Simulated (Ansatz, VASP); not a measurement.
Hg in VASP and in Ansatz

INCAR

```
SYSTEM = Hg
PREC     = Accurate       ! precision mode
ENCUT    = 520            ! plane-wave cutoff, eV
EDIFF    = 1E-7           ! SCF threshold, eV
ISMEAR   = 0              ! smearing method
SIGMA    = 0.05           ! smearing width, eV
LREAL    = .False.        ! projectors in reciprocal space
LASPH    = .True.         ! aspherical terms in the spheres
NELM     = 80             ! most SCF steps
ALGO     = Normal         ! electronic algorithm
ISIF     = 2              ! what is computed and relaxed
LWAVE    = .False.        ! write WAVECAR
LCHARG   = .False.        ! write CHGCAR
GGA      = PS             ! functional
NBANDS   = 12             ! bands
```

KPOINTS

```
regular mesh
0
Gamma
  10 10 4
  0 0 0
```

POSCAR

```
Hg
1.0
    3.1443716016      0.0006123069     -0.0000002044
    1.5712170763      2.7270181807      0.0000027342
    0.0084914918      1.7398225574      8.1839369969
Hg
1
Direct
    0.5000000000      0.0000000000      0.0000000000
```

Input for Ansatz:

```yaml
crystal:
  lattice:
    - [3.1443716016, 0.0006123069, -2.044e-07]
    - [1.5712170763, 2.7270181807, 2.7342e-06]
    - [0.0084914918, 1.7398225574, 8.1839369969]
  atoms:
    - { symbol: Hg, position: [0.5, 0.0, 0.0] }
basis:
  ecutwfc: 420
kpoints:
  mp_grid: { grid: [10, 10, 4] }
hamiltonian:
  xc: pbesol
scf:
  occupations: { method: gaussian, width: 0.05 }
output:
  forces: true
  stress: true
  eigenvalues: true
```

Change from the starting cell: strain -0.025 along x and y, -0.050 along z, atoms carried along.

Alike in both runs: task single point; functional PBEsol; k mesh 10 × 10 × 4; occupations gaussian, width 0.05 eV; no spin polarisation.

|  | VASP | Ansatz |
| --- | --- | --- |
| version | VASP 6.6.1 | Ansatz 0.2.0 |
| potentials or method | VASP PAW PBE potentials, release 64 (Hg), cutoff 520 eV | scalar-relativistic, plane waves, PAW |
| valence electrons in the cell | 12 | 20 |

VASP gave:

```
gap on the k mesh at the Fermi level (eV)                     : 0.40
least direct gap on the mesh (eV)                             : 0.64
pressure (GPa)                                                : 0.5
traceless stress, the component that is largest in VASP (GPa) : -0.56
```

What did Ansatz give for the same quantities?

gap on the k mesh at the Fermi level (eV): 0.39; least direct gap on the mesh (eV): 0.62; pressure (GPa): 0.5; traceless stress, the component that is largest in VASP (GPa): -0.48.

VASP's potentials were made for PBE, not for PBEsol. With one functional, cell and mesh, what is left measures potentials, basis and numerics. VASP's potentials hold 12 valence electrons a cell and Ansatz's 20, so a difference there can come from the potentials and not from the codes.

Spin-orbit coupling is off throughout.
